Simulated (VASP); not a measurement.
# FeO (Fm-3m) in VASP: single point with PBE+U

Aim: the single point of FeO with PBE+U.

Program: VASP 6.6.1. These are calculated values, not measurements. Logs are shortened: lines on timing, memory, paths and dates and some standing lists are left out, and cuts for length are marked.

**Experimental background.**

“W\"ustite: Electric, thermodynamic and optical properties of FeO”, 2012, arxiv:1203.1201 quotes, for a bulk crystal of FeO: band gap 2.4 eV (optical).

The runs below are set against these values where they give the same quantity.

## 1. The cell of the first run

The structure is cubic, space group Fm-3m (No. 225). The conventional cell has a = 4.311 Å, b = 4.311 Å, c = 4.311 Å, α = 90.00°, β = 90.00°, γ = 90.00°. Fe (site symmetry m-3m) has 6 O at 2.16 Å within 2.9 Å. O (site symmetry m-3m) has 6 Fe at 2.16 Å within 2.9 Å.

## 2. Single point, PBE+U, collinear spin, ferromagnetic start

File INCAR:

```
ALGO     = Normal         # electronic algorithm
EDIFF    = 1E-6           # SCF threshold, eV
ENCUT    = 520            # plane-wave cutoff, eV
GGA      = PE             # functional
ISIF     = 2              # what is computed and relaxed
ISMEAR   = 0              # smearing method
ISPIN    = 2              # spin polarisation
LASPH    = T              # aspherical terms in the spheres
LCHARG   = F              # write CHGCAR
LDAU     = T              # DFT+U
LDAUJ    = 0 0          
LDAUL    = 2 -1           # shell
LDAUPRINT= 1            
LDAUTYPE = 2            
LDAUU    = 8 0            # U, eV
LMAXMIX  = 4              # l up to which the mixer works
LORBIT   = 11             # projections on sites
LREAL    = F              # projectors in reciprocal space
LWAVE    = F              # write WAVECAR
MAGMOM   = 4 0            # initial moments
NBANDS   = 18             # bands
NELM     = 150            # most SCF steps
PREC     = Accurate       # precision mode
SIGMA    = 0.05           # smearing width, eV
```

File KPOINTS:

```
k-points
0
Gamma
  8 8 8
```

File POSCAR:

```
FeO
1.0
    0.0000000000      2.1554001600      2.1554001600
    2.1554001600      0.0000000000      2.1554001600
    2.1554001600      2.1554001600      0.0000000000
Fe O
1 1
Direct
    0.0000000000      0.0000000000      0.0000000000
    0.5000000000      0.5000000000      0.5000000000
```

Potentials or basis: VASP PAW PBE potentials, release 64 (Fe, O).

Started as:

```
cat potpaw_PBE.64/Fe/POTCAR potpaw_PBE.64/O/POTCAR > POTCAR
mpirun -np 1 vasp_std > vasp.out
```

OUTCAR:

```text
EDIFF = 1E-6
   ENCUT = 520
   GGA = PE
   ISIF = 2
   ISMEAR = 0
   ISPIN = 2
   LASPH = T
   LORBIT = 11
   LREAL = F
   NELM = 150
   PREC = Accurate

 ion  position               nearest neighbor table
   1  0.000  0.000  0.000-   2 2.16   2 2.16   2 2.16   2 2.16   2 2.16   2 2.16
   2  0.500  0.500  0.500-   1 2.16   1 2.16   1 2.16   1 2.16   1 2.16   1 2.16

  LATTYP: Found a face centered cubic cell.
 ALAT       =     4.3108003200

  Lattice vectors:

 A1 = (   0.0000000000,   2.1554001600,   2.1554001600)
 A2 = (   2.1554001600,   0.0000000000,   2.1554001600)
 A3 = (   2.1554001600,   2.1554001600,   0.0000000000)

Analysis of symmetry for initial positions (statically):
=====================================================================
 Subroutine PRICEL returns:
 Original cell was already a primitive cell.

 Routine SETGRP: Setting up the symmetry group for a
 face centered cubic supercell.

 Subroutine GETGRP returns: Found 48 space group operations
 (whereof 48 operations were pure point group operations)
 out of a pool of 48 trial point group operations.

The static configuration has the point symmetry O_h .

Analysis of symmetry for dynamics (positions and initial velocities):
=====================================================================
 Subroutine PRICEL returns:
 Original cell was already a primitive cell.

 Routine SETGRP: Setting up the symmetry group for a
 face centered cubic supercell.

 Subroutine GETGRP returns: Found 48 space group operations
 (whereof 48 operations were pure point group operations)
 out of a pool of 48 trial point group operations.

The dynamic configuration has the point symmetry O_h .

Analysis of structural, dynamic, and magnetic symmetry:
=====================================================================
 Subroutine PRICEL returns:
 Original cell was already a primitive cell.

 Routine SETGRP: Setting up the symmetry group for a
 face centered cubic supercell.

 Subroutine GETGRP returns: Found 48 space group operations
 (whereof 48 operations were pure point group operations)
 out of a pool of 48 trial point group operations.

The overall configuration has the point symmetry O_h .

 Subroutine INISYM returns: Found 48 space group operations
 (whereof 48 operations are pure point group operations),
 and found     1 'primitive' translations

----------------------------------------------------------------------------------------

                                     Primitive cell

  volume of cell :      20.0269

  direct lattice vectors                    reciprocal lattice vectors
     0.000000000  2.155400160  2.155400160    -0.231975486  0.231975486  0.231975486
     2.155400160  0.000000000  2.155400160     0.231975486 -0.231975486  0.231975486
     2.155400160  2.155400160  0.000000000     0.231975486  0.231975486 -0.231975486

  length of vectors
     3.048196139  3.048196139  3.048196139     0.401793328  0.401793328  0.401793328

  position of ions in fractional coordinates (direct lattice)
     0.000000000  0.000000000  0.000000000
     0.500000000  0.500000000  0.500000000

  ion indices of the primitive-cell ions
   primitive index   ion index
                 1           1
                 2           2

----------------------------------------------------------------------------------------

 KPOINTS: k-points

[... 59 lines left out ...]
   ISTART =      0    job   : 0-new  1-cont  2-samecut
   ICHARG =      2    charge: 1-file 2-atom 10-const
   ISPIN  =      2    spin polarized calculation?
   LNONCOLLINEAR =      F non collinear calculations
   LSORBIT =      F    spin-orbit coupling
   LASPH  =      T    aspherical Exc in radial PAW
   ENCUT  =  520.0 eV  38.22 Ry    6.18 a.u.   5.67  5.67  5.67*2*pi/ulx,y,z
   NELM   =    150;   NELMIN=  2; NELMDL= -5     # of ELM steps
   EDIFF  = 0.1E-05   stopping-criterion for ELM
   LREAL  =      F    real-space projection
   EDIFFG = 0.1E-04   stopping-criterion for IOM
   NSW    =      0    number of steps for IOM
   IBRION =     -1    ionic relax: 0-MD 1-quasi-New 2-CG
   NFREE  =      0    steps in history (QN), initial steepest desc. (CG)
   ISIF   =      2    stress and relaxation
   ISYM   =      2    0-nonsym 1-usesym 2-fastsym
   POTIM  = 0.5000    time-step for ionic-motion
   TEBEG  =    0.0;   TEEND  =   0.0 temperature during run
   PSTRESS=    0.0 pullay stress
   NELECT =      14.0000    total number of electrons
   NUPDOWN=      -1.0000    fix difference up-down
   EMIN   =  10.00;   EMAX   =-10.00  energy-range for DOS
   EFERMI =   0.00;   METHOD = LEGACY
   ISMEAR =     0;   SIGMA  =   0.05  broadening in eV -4-tet -1-fermi 0-gaus
   EFERMI_NEDOS =   21; number of points for ismear=-14 and -15
   IALGO  =     38    algorithm
   IMIX   =      4    mixing-type and parameters
     AMIX     =   0.40;   BMIX     =  1.00
     AMIX_MAG =   1.60;   BMIX_MAG =  1.00
  volume/ion in A,a.u.               =      10.01        67.57
  Fermi-wavevector in a.u.,A,eV,Ry     =   1.452935  2.745650 28.722183  2.111021
  Thomas-Fermi vector in A             =   2.570260
   LORBIT       =     11    0 simple, 1 ext, 2 COOP (PROOUT), +10 PAW based schemes
 LDA+U is selected, type is set to LDAUTYPE =  2
   angular momentum for each species LDAUL =     2   -1
   U (eV)           for each species LDAUU =   8.0  0.0
   J (eV)           for each species LDAUJ =   0.0  0.0
   GGA     = PE    functional components
   LHFCALC =     F    Hartree Fock is set to
   AEXX    =    0.0000 exact exchange contribution
   IVDW    =     0    specifies the selected vdW correction
   LEPSILON=     F    determine dielectric tensor
   LRPA    =     F    only Hartree local field effects (RPA)
 spin polarized calculation
 Gauss-broadening in eV      SIGMA  =   0.05
  energy-cutoff  :      520.00
  volume of cell :       20.03
 maximum number of plane-waves:       553
   NGX = 11   NGY = 11   NGZ = 11

atom =   1  type =  1  l = 2

 onsite density matrix

spin component  1

  0.9858 -0.0000  0.0000 -0.0000  0.0000
 -0.0000  0.9858 -0.0000  0.0000  0.0000
  0.0000 -0.0000  1.0492 -0.0000 -0.0000
 -0.0000  0.0000 -0.0000  0.9858 -0.0000
  0.0000  0.0000 -0.0000 -0.0000  1.0492

spin component  2

  0.3054  0.0000 -0.0000  0.0000 -0.0000
  0.0000  0.3054  0.0000 -0.0000 -0.0000
 -0.0000  0.0000  0.0806  0.0000 -0.0000
  0.0000 -0.0000  0.0000  0.3054  0.0000
 -0.0000 -0.0000 -0.0000  0.0000  0.0806

 occupancies and eigenvectors

  o =  0.0806  v =  0.0000  0.0000  0.0000  0.0000  0.0000 -0.0000  0.0000 -1.0000  0.0000 -0.0011      0.0000  0.0000  0.0000  0.0000  0.0000  0.0000  0.0000  0.0000  0.0000  0.0000
  o =  0.0806  v =  0.0000  0.0000  0.0000  0.0000  0.0000  0.0000  0.0000 -0.0011 -0.0000  1.0000      0.0000  0.0000  0.0000  0.0000  0.0000  0.0000  0.0000  0.0000  0.0000  0.0000
  o =  0.3054  v =  0.0000  0.0000  0.0000  0.0000  0.0000  0.0045 -0.0082 -0.0000 -1.0000 -0.0000      0.0000  0.0000  0.0000  0.0000  0.0000  0.0000  0.0000  0.0000  0.0000  0.0000
  o =  0.3054  v =  0.0000  0.0000  0.0000  0.0000  0.0000 -0.0047  1.0000  0.0000 -0.0082 -0.0000      0.0000  0.0000  0.0000  0.0000  0.0000  0.0000  0.0000  0.0000  0.0000  0.0000
  o =  0.3054  v =  0.0000  0.0000  0.0000  0.0000  0.0000  1.0000  0.0048 -0.0000  0.0045 -0.0000      0.0000  0.0000  0.0000  0.0000  0.0000  0.0000  0.0000  0.0000  0.0000  0.0000
  o =  0.9858  v =  1.0000  0.0000  0.0000  0.0000  0.0000  0.0000  0.0000  0.0000  0.0000  0.0000      0.0000  0.0000  0.0000  0.0000  0.0000  0.0000  0.0000  0.0000  0.0000  0.0000
  o =  0.9858  v =  0.0000  0.9995 -0.0000 -0.0324 -0.0000  0.0000  0.0000  0.0000  0.0000  0.0000      0.0000  0.0000  0.0000  0.0000  0.0000  0.0000  0.0000  0.0000  0.0000  0.0000
  o =  0.9858  v =  0.0000 -0.0324  0.0000 -0.9995 -0.0000  0.0000  0.0000  0.0000  0.0000  0.0000      0.0000  0.0000  0.0000  0.0000  0.0000  0.0000  0.0000  0.0000  0.0000  0.0000
  o =  1.0492  v =  0.0000  0.0000 -0.0017 -0.0000  1.0000  0.0000  0.0000  0.0000  0.0000  0.0000      0.0000  0.0000  0.0000  0.0000  0.0000  0.0000  0.0000  0.0000  0.0000  0.0000
  o =  1.0492  v =  0.0000 -0.0000 -1.0000 -0.0000 -0.0017  0.0000  0.0000  0.0000  0.0000  0.0000      0.0000  0.0000  0.0000  0.0000  0.0000  0.0000  0.0000  0.0000  0.0000  0.0000

 number of electron      13.9999999 magnetization       4.0039073

 Free energy of the ion-electron system (eV)
  ---------------------------------------------------
  ext. energy  EPLUGINS =         0.00000000
  ---------------------------------------------------
  free energy    TOTEN  =       -11.31777525 eV

  energy without entropy =      -11.31659594  energy(sigma->0) =      -11.31718560

 E-fermi :   7.2360     XC(G=0): -12.1457

 val. band max:        7.2080810430   @ k =  -0.3750   0.2500   0.0000
 cond. band min:       7.2899332941   @ k =   0.2500   0.1250   0.0000
 fundamental gap:      0.0818522510
 Fermi energy:         7.2359609624

 spin component 1

 k-point     1 :       0.0000    0.0000    0.0000
  band No.  band energies     occupation
      1     -14.1602      1.00000
      2      -2.3567      1.00000
      3      -2.3567      1.00000
      4      -1.8962      1.00000
      5      -1.8962      1.00000
      6      -1.8962      1.00000
[... 1001 lines left out ...]
     17      33.2819      0.00000
     18      35.6787      0.00000

 [... further k-points ...]
[... 5 lines left out ...]
  --------------------------------------------------------------------------------------
  -------------------------------------------------------------------------------------
  Total       -0.3711094     -0.3711094     -0.3711094     -0.0000000      0.0000000      0.0000000
  in kB      -29.6892194    -29.6892194    -29.6892194     -0.0000000      0.0000000      0.0000000
  external PRESSURE =     -29.6892194 kB  Pullay stress =       0.0000000 kB

 VOLUME and BASIS-vectors are now :
 -----------------------------------------------------------------------------
  energy-cutoff  :      520.00
  volume of cell :       20.03
      direct lattice vectors                 reciprocal lattice vectors
     0.000000000  2.155400160  2.155400160    -0.231975486  0.231975486  0.231975486
     2.155400160  0.000000000  2.155400160     0.231975486 -0.231975486  0.231975486
     2.155400160  2.155400160  0.000000000     0.231975486  0.231975486 -0.231975486

 POSITION                                       TOTAL-FORCE (eV/Angst)
 -----------------------------------------------------------------------------------
      0.00000      0.00000      0.00000         0.000000     -0.000000     -0.000000
      2.15540      2.15540      2.15540        -0.000000      0.000000      0.000000
 -----------------------------------------------------------------------------------
    total drift:                                0.000000     -0.000000      0.000000

  FREE ENERGIE OF THE ION-ELECTRON SYSTEM (eV)
  ---------------------------------------------------
  free  energy   TOTEN  =       -11.3177752542 eV

  energy  without entropy=      -11.3165959436  energy(sigma->0) =      -11.31718560

 total charge

# of ion       s       p       d       tot
------------------------------------------
    1        0.297   0.372   6.107   6.776
    2        1.550   3.472   0.000   5.022
--------------------------------------------------
tot          1.847   3.844   6.107  11.798

 magnetization (x)

# of ion       s       p       d       tot
------------------------------------------
    1        0.025   0.019   3.968   4.012
    2        0.013   0.104   0.000   0.116
--------------------------------------------------
tot          0.038   0.123   3.968   4.128
```

Run time: 9.6 s. Hardware: 1 thread of Intel Xeon 6975P-C (Granite Rapids), shared host; peak memory 0.15 GiB.

What came out:

```yaml
Free_energy: -11.3178 eV
Pressure: -3.0 GPa
Band_gap_on_the_k_mesh: zero (filled and empty bands overlap)
Net_moment: 4.00 μB per cell
Site_moments: Fe +4.01; O +0.12 μB
Valence_electrons_inside_the_program's_atomic_spheres: Fe 6.78; O 5.02
```

Eigenvalues of the final occupation matrices:
```csv
site,spin,trace,eigenvalues
site 1 d,1,5.06,0.99 0.99 0.99 1.05 1.05
site 1 d,2,1.08,0.08 0.08 0.31 0.31 0.31
```

Caveat: a cell with one magnetic atom can't hold antiferromagnetic order, which such compounds often take.

## 3. Comparison with measurements

Step 2. Against the measured gap of FeO, 2.4 eV (optical; quoted in “W\"ustite: Electric, thermodynamic and optical properties of FeO”, 2012, arxiv:1203.1201), the calculated 0.00 eV is off by -2.40 eV. So large a miss can be the level of theory's own, or it may mean another phase, state or a wrong row. The value is that of PBE+U on a finite k mesh, which can miss the band edges, without temperature or zero-point motion. The run's magnetic order (collinear spin, ferromagnetic start) needn't be the measured crystal's.
